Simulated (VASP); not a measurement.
# Co (Fm-3m) in VASP: notebook

The runs below take Co through single point, relaxation of cell and atoms, with revPBE.

All numbers are computed with VASP 6.6.1; they aren't measurements. Logs are shortened: lines on timing, memory, paths and dates and some standing lists are left out, and cuts for length are marked.

## 1. The cell of the first run

Symmetry: Fm-3m, No. 225, cubic system. The conventional cell has a = 3.681 Å, b = 3.681 Å, c = 3.681 Å, α = 90.00°, β = 90.00°, γ = 90.00°. Co (site symmetry m-3m) has 12 Co at 2.60 Å within 3.4 Å.

## 2. Single point, revPBE, collinear spin, ferromagnetic start (volume scaled by 1.12)

The input, INCAR:

```
SYSTEM = Co
  ALGO = Normal
  EDIFF = 1E-6
  ENCUT = 520
  GGA = RE
  ISIF = 2
  ISMEAR = -1
  ISPIN = 2
  LASPH = .TRUE.
  LCHARG = .FALSE.
  LMAXMIX = 4
  LORBIT = 11
  LREAL = .FALSE.
  LWAVE = .FALSE.
  MAGMOM = 1.757
  NBANDS = 14
  NELM = 150
  PREC = Accurate
  SIGMA = 0.05
```

The input, KPOINTS:

```
k-points
0
G
  17 17 17
  0 0 0
```

The input, POSCAR:

```
Co
1.0
    0.0000000000      1.8406991233      1.8406991233
    1.8406991233      0.0000000000      1.8406991233
    1.8406991233      1.8406991233      0.0000000000
Co
1
Direct
    0.0000000000      0.0000000000      0.0000000000
```

Potentials or basis: VASP PAW PBE potentials, release 64 (Co).

The run is started by

```console
$ cat potpaw_PBE.64/Co/POTCAR > POTCAR
$ mpirun -np 1 vasp_std > vasp.out
```

OUTCAR:

```text
SYSTEM = Co
   EDIFF = 1E-6
   ENCUT = 520
   GGA = RE
   ISIF = 2
   ISMEAR = -1
   ISPIN = 2
   LASPH = .TRUE.
   LORBIT = 11
   LREAL = .FALSE.
   NELM = 150
   PREC = Accurate

 ion  position               nearest neighbor table
   1  0.000  0.000  0.000-

  LATTYP: Found a face centered cubic cell.
 ALAT       =     3.6813982466

  Lattice vectors:

 A1 = (   0.0000000000,   1.8406991233,   1.8406991233)
 A2 = (   1.8406991233,   0.0000000000,   1.8406991233)
 A3 = (   1.8406991233,   1.8406991233,   0.0000000000)

Analysis of symmetry for initial positions (statically):
=====================================================================
 Subroutine PRICEL returns:
 Original cell was already a primitive cell.

 Routine SETGRP: Setting up the symmetry group for a
 face centered cubic supercell.

 Subroutine GETGRP returns: Found 48 space group operations
 (whereof 48 operations were pure point group operations)
 out of a pool of 48 trial point group operations.

The static configuration has the point symmetry O_h .

Analysis of symmetry for dynamics (positions and initial velocities):
=====================================================================
 Subroutine PRICEL returns:
 Original cell was already a primitive cell.

 Routine SETGRP: Setting up the symmetry group for a
 face centered cubic supercell.

 Subroutine GETGRP returns: Found 48 space group operations
 (whereof 48 operations were pure point group operations)
 out of a pool of 48 trial point group operations.

The dynamic configuration has the point symmetry O_h .

Analysis of structural, dynamic, and magnetic symmetry:
=====================================================================
 Subroutine PRICEL returns:
 Original cell was already a primitive cell.

 Routine SETGRP: Setting up the symmetry group for a
 face centered cubic supercell.

 Subroutine GETGRP returns: Found 48 space group operations
 (whereof 48 operations were pure point group operations)
 out of a pool of 48 trial point group operations.

The overall configuration has the point symmetry O_h .

 Subroutine INISYM returns: Found 48 space group operations
 (whereof 48 operations are pure point group operations),
 and found     1 'primitive' translations

----------------------------------------------------------------------------------------

                                     Primitive cell

  volume of cell :      12.4732

  direct lattice vectors                    reciprocal lattice vectors
     0.000000000  1.840699123  1.840699123    -0.271635920  0.271635920  0.271635920
     1.840699123  0.000000000  1.840699123     0.271635920 -0.271635920  0.271635920
     1.840699123  1.840699123  0.000000000     0.271635920  0.271635920 -0.271635920

  length of vectors
     2.603141664  2.603141664  2.603141664     0.470487215  0.470487215  0.470487215

  position of ions in fractional coordinates (direct lattice)
     0.000000000  0.000000000  0.000000000

  ion indices of the primitive-cell ions
   primitive index   ion index
                 1           1

----------------------------------------------------------------------------------------

 KPOINTS: k-points

Automatic generation of k-mesh.
 Grid dimensions read from file:
 generate k-points for:   17   17   17

 Generating k-lattice:

  Cartesian coordinates                     Fractional coordinates (reciprocal lattice)
    -0.015978584  0.015978584  0.015978584     0.058823529  0.000000000  0.000000000
     0.015978584 -0.015978584  0.015978584     0.000000000  0.058823529  0.000000000
     0.015978584  0.015978584 -0.015978584     0.000000000  0.000000000  0.058823529

  Length of vectors
     0.027675719  0.027675719  0.027675719

  Shift w.r.t. Gamma in fractional coordinates (k-lattice)
     0.000000000  0.000000000  0.000000000

 Subroutine IBZKPT returns following result:
 ===========================================

 Found    165 irreducible k-points:

 Following reciprocal coordinates:
            Coordinates               Weight
  0.000000  0.000000  0.000000      1.000000
  0.058824  0.000000  0.000000      8.000000
  0.117647  0.000000  0.000000      8.000000
  0.176471  0.000000  0.000000      8.000000
  0.235294  0.000000  0.000000      8.000000
  0.294118  0.000000  0.000000      8.000000
[... 16 lines left out ...]
 -0.176471  0.058824  0.000000     24.000000
 -0.117647  0.058824  0.000000     24.000000
 [... further k-points ...]
   k-points           NKPTS =    165   k-points in BZ     NKDIM =    165   number of bands    NBANDS=     14
   number of dos      NEDOS =    301   number of ions     NIONS =      1
   total plane-waves  NPLWV =   8000
   dimension x,y,z NGX =    20 NGY =   20 NGZ =   20
   dimension x,y,z NGXF=    40 NGYF=   40 NGZF=   40
   ions per type =               1
   NGX,Y,Z   is equivalent  to a cutoff of  12.77, 12.77, 12.77 a.u.
   NGXF,Y,Z  is equivalent  to a cutoff of  25.55, 25.55, 25.55 a.u.
 SYSTEM =  Co
   PREC   = accura    normal or accurate (medium, high low for compatibility)
   ISTART =      0    job   : 0-new  1-cont  2-samecut
   ICHARG =      2    charge: 1-file 2-atom 10-const
   ISPIN  =      2    spin polarized calculation?
   LNONCOLLINEAR =      F non collinear calculations
   LSORBIT =      F    spin-orbit coupling
   LASPH  =      T    aspherical Exc in radial PAW
   ENCUT  =  520.0 eV  38.22 Ry    6.18 a.u.   4.84  4.84  4.84*2*pi/ulx,y,z
   NELM   =    150;   NELMIN=  2; NELMDL= -5     # of ELM steps
   EDIFF  = 0.1E-05   stopping-criterion for ELM
   LREAL  =      F    real-space projection
   EDIFFG = 0.1E-04   stopping-criterion for IOM
   NSW    =      0    number of steps for IOM
   IBRION =     -1    ionic relax: 0-MD 1-quasi-New 2-CG
   NFREE  =      0    steps in history (QN), initial steepest desc. (CG)
   ISIF   =      2    stress and relaxation
   ISYM   =      2    0-nonsym 1-usesym 2-fastsym
   POTIM  = 0.5000    time-step for ionic-motion
   TEBEG  =    0.0;   TEEND  =   0.0 temperature during run
   PSTRESS=    0.0 pullay stress
   NELECT =       9.0000    total number of electrons
   NUPDOWN=      -1.0000    fix difference up-down
   EMIN   =  10.00;   EMAX   =-10.00  energy-range for DOS
   EFERMI =   0.00;   METHOD = LEGACY
   ISMEAR =    -1;   SIGMA  =   0.05  broadening in eV -4-tet -1-fermi 0-gaus
   EFERMI_NEDOS =   21; number of points for ismear=-14 and -15
   IALGO  =     38    algorithm
   IMIX   =      4    mixing-type and parameters
     AMIX     =   0.40;   BMIX     =  1.00
     AMIX_MAG =   1.60;   BMIX_MAG =  1.00
  volume/ion in A,a.u.               =      12.47        84.17
  Fermi-wavevector in a.u.,A,eV,Ry     =   1.468350  2.774779 29.334857  2.156051
  Thomas-Fermi vector in A             =   2.583858
   LORBIT       =     11    0 simple, 1 ext, 2 COOP (PROOUT), +10 PAW based schemes
   GGA     = RE    functional components
   LHFCALC =     F    Hartree Fock is set to
   AEXX    =    0.0000 exact exchange contribution
   IVDW    =     0    specifies the selected vdW correction
   LEPSILON=     F    determine dielectric tensor
   LRPA    =     F    only Hartree local field effects (RPA)
 spin polarized calculation
  energy-cutoff  :      520.00
  volume of cell :       12.47
 maximum number of plane-waves:       343
   NGX =  9   NGY =  9   NGZ =  9

 number of electron       8.9999993 magnetization       1.7385577

 Free energy of the ion-electron system (eV)
  ---------------------------------------------------
  ext. energy  EPLUGINS =         0.00000000
  ---------------------------------------------------
  free energy    TOTEN  =        -6.53358105 eV

  energy without entropy =       -6.52217119  energy(sigma->0) =       -6.52787612

 E-fermi :   8.6625     XC(G=0): -12.5210

 val. band max:        8.6594057853   @ k =   0.4118   0.3529   0.0000
 cond. band min:       8.6665528828   @ k =   0.2941   0.1765   0.0588
 fundamental gap:      0.0071470975
 Fermi energy:         8.6625070225

 spin component 1

 k-point     1 :       0.0000    0.0000    0.0000
  band No.  band energies     occupation
      1       0.4194      1.00000
      2       6.0413      1.00000
      3       6.0413      1.00000
      4       6.0413      1.00000
      5       6.7887      1.00000
      6       6.7887      1.00000
      7      30.4770      0.00000
      8      33.7950      0.00000
      9      33.7950      0.00000
     10      33.7950      0.00000
     11      36.4912      0.00000
     12      36.4912      0.00000
     13      36.4912      0.00000
     14      39.4202      0.00000
[... 375 lines left out ...]
 k-point    24 :      -0.1176    0.0588    0.0000
  band No.  band energies     occupation
      1       1.1868      1.00000
      2       5.8624      1.00000
      3       6.1816      1.00000
      4       6.1849      1.00000
      5       6.6714      1.00000
      6       6.8451      1.00000
      7      27.1698      0.00000
      8      29.5541      0.00000
      9      32.6724      0.00000
     10      34.3386      0.00000
     11      36.3997      0.00000
     12      37.1562      0.00000
     13      39.7613      0.00000
     14      40.5821      0.00000

 [... further k-points ...]

 spin component 2

 k-point     1 :       0.0000    0.0000    0.0000
  band No.  band energies     occupation
      1       0.3751      1.00000
      2       7.7040      1.00000
      3       7.7040      1.00000
      4       7.7040      1.00000
      5       8.9834      0.00163
      6       8.9834      0.00163
      7      30.0326      0.00000
      8      33.9526      0.00000
      9      33.9526      0.00000
     10      33.9526      0.00000
     11      36.7023      0.00000
     12      36.7023      0.00000
     13      36.7023      0.00000
     14      38.9224      0.00000
[... 375 lines left out ...]
 k-point    24 :      -0.1176    0.0588    0.0000
  band No.  band energies     occupation
      1       1.1476      1.00000
      2       7.4617      1.00000
      3       7.8722      1.00000
      4       7.8759      1.00000
      5       8.8297      0.03412
      6       9.0143      0.00088
      7      27.3003      0.00000
      8      29.6177      0.00000
      9      32.6349      0.00000
     10      34.5328      0.00000
     11      36.2561      0.00000
     12      37.2780      0.00000
     13      40.2922      0.00000
     14      40.4850      0.00000

 [... further k-points ...]
[... 5 lines left out ...]
  --------------------------------------------------------------------------------------
  -------------------------------------------------------------------------------------
  Total       -1.3278285     -1.3278285     -1.3278285      0.0000000     -0.0000000      0.0000000
  in kB     -170.5588038   -170.5588038   -170.5588038      0.0000000     -0.0000000      0.0000000
  external PRESSURE =    -170.5588038 kB  Pullay stress =       0.0000000 kB

 VOLUME and BASIS-vectors are now :
 -----------------------------------------------------------------------------
  energy-cutoff  :      520.00
  volume of cell :       12.47
      direct lattice vectors                 reciprocal lattice vectors
     0.000000000  1.840699123  1.840699123    -0.271635920  0.271635920  0.271635920
     1.840699123  0.000000000  1.840699123     0.271635920 -0.271635920  0.271635920
     1.840699123  1.840699123  0.000000000     0.271635920  0.271635920 -0.271635920

 POSITION                                       TOTAL-FORCE (eV/Angst)
 -----------------------------------------------------------------------------------
      0.00000      0.00000      0.00000         0.000000      0.000000     -0.000000
 -----------------------------------------------------------------------------------
    total drift:                                0.000000      0.000000      0.000000

  FREE ENERGIE OF THE ION-ELECTRON SYSTEM (eV)
  ---------------------------------------------------
  free  energy   TOTEN  =        -6.5335810539 eV

  energy  without entropy=       -6.5221711867  energy(sigma->0) =       -6.52787612

 total charge

# of ion       s       p       d       tot
------------------------------------------
    1        0.438   0.418   7.177   8.033

 magnetization (x)

# of ion       s       p       d       tot
------------------------------------------
    1       -0.011  -0.047   1.842   1.784
```

Run time: 51 s. Hardware: 1 thread of Intel Xeon Platinum 8259CL at 2.50GHz (Skylake/Cascade Lake), shared host; peak memory 0.16 GiB.

Results:

```yaml
Free_energy: -6.5336 eV
Pressure: -17.1 GPa
Net_moment: 1.74 μB per cell
Site_moments: Co +1.78 μB
Valence_electrons_inside_the_program's_atomic_spheres: Co 8.03
```

Caveat: the cell differs from its parent crystal (volume scaled by 1.12); the PAW data sets were made with another functional, which shifts forces and pressure a little.

## 3. Relaxation of cell and atoms, revPBE, collinear spin, ferromagnetic start

This run uses another cell than the first one, of 11.07 Å³/atom, 0.888 times its volume.

The input, INCAR:

```
PREC     = Accurate       # precision mode
ENCUT    = 600            # plane-wave cutoff, eV
EDIFF    = 1E-6           # SCF threshold, eV
ISMEAR   = -1             # smearing method
SIGMA    = 0.05           # smearing width, eV
LREAL    = F              # projectors in reciprocal space
LASPH    = T              # aspherical terms in the spheres
NELM     = 150            # most SCF steps
ALGO     = Normal         # electronic algorithm
ISIF     = 3              # what is computed and relaxed
LWAVE    = F              # write WAVECAR
LCHARG   = F              # write CHGCAR
ISPIN    = 2              # spin polarisation
MAGMOM   = 1.7            # initial moments
LORBIT   = 11             # projections on sites
LMAXMIX  = 4              # l up to which the mixer works
GGA      = RE             # functional
IBRION   = 2              # ionic algorithm
NSW      = 80             # ionic steps
EDIFFG   = -0.01          # ionic threshold
```

The input, KPOINTS:

```
Automatic mesh
0
Gamma
  15 15 15
```

The input, POSCAR:

```
Co
1.0
    0.0000000000      1.7691019796      1.7691019796
    1.7691019796      0.0000000000      1.7691019796
    1.7691019796      1.7691019796      0.0000000000
Co
1
Direct
    0.0000000000      0.0000000000      0.0000000000
```

Potentials or basis: VASP PAW PBE potentials, release 64 (Co).

The run is started by

```console
$ cat potpaw_PBE.64/Co/POTCAR > POTCAR
$ mpirun -np 1 vasp_std > vasp.out
```

It took 48 s on 1 thread of Intel Xeon Platinum 8259CL at 2.50GHz (Skylake/Cascade Lake), shared host; peak memory 0.15 GiB.

Results (log left out):

| Item | Value |
| --- | --- |
| Free energy | -6.6154 eV |
| Relaxed volume | 11.10 Å³/atom |
| Relaxed cell | a = 2.504 Å, b = 2.504 Å, c = 2.504 Å, α = 60.00°, β = 60.00°, γ = 60.00° |
| Space group after relaxing (to 0.05 Å) | Fm-3m (No. 225) |
| Energy gained by relaxing | 0.0 meV/atom |
| Ionic steps | 3 |
| Pressure after relaxing | 0.0 GPa |
| Net moment | 1.66 μB per cell |
| Site moments | Co +1.69 μB |
| Valence electrons inside the program's atomic spheres | Co 8.23 |

Final structure:
```
Co
1.0
     0.00000    1.77068    1.77068
     1.77068    0.00000    1.77068
     1.77068    1.77068    0.00000
Co
1
Direct
  0.00000 0.00000 0.00000
```

Levels at points of the mesh, in eV from the Fermi level:
Spin up:
| k point | band 3 | band 4 | band 5 | band 6 | band 7 | band 8 |
| --- | --- | --- | --- | --- | --- | --- |
| (0.00, 0.00, 0.00) | -2.73 | -2.73 | -1.76 | -1.76 | 22.83 | 27.02 |
Spin down:
| k point | band 2 | band 3 | band 4 | band 5 | band 6 | band 7 |
| --- | --- | --- | --- | --- | --- | --- |
| (0.00, 0.00, 0.00) | -1.12 | -1.12 | -1.12 | 0.32 | 0.32 | 22.43 |

Caveat: the PAW data sets were made with another functional, which shifts forces and pressure a little.
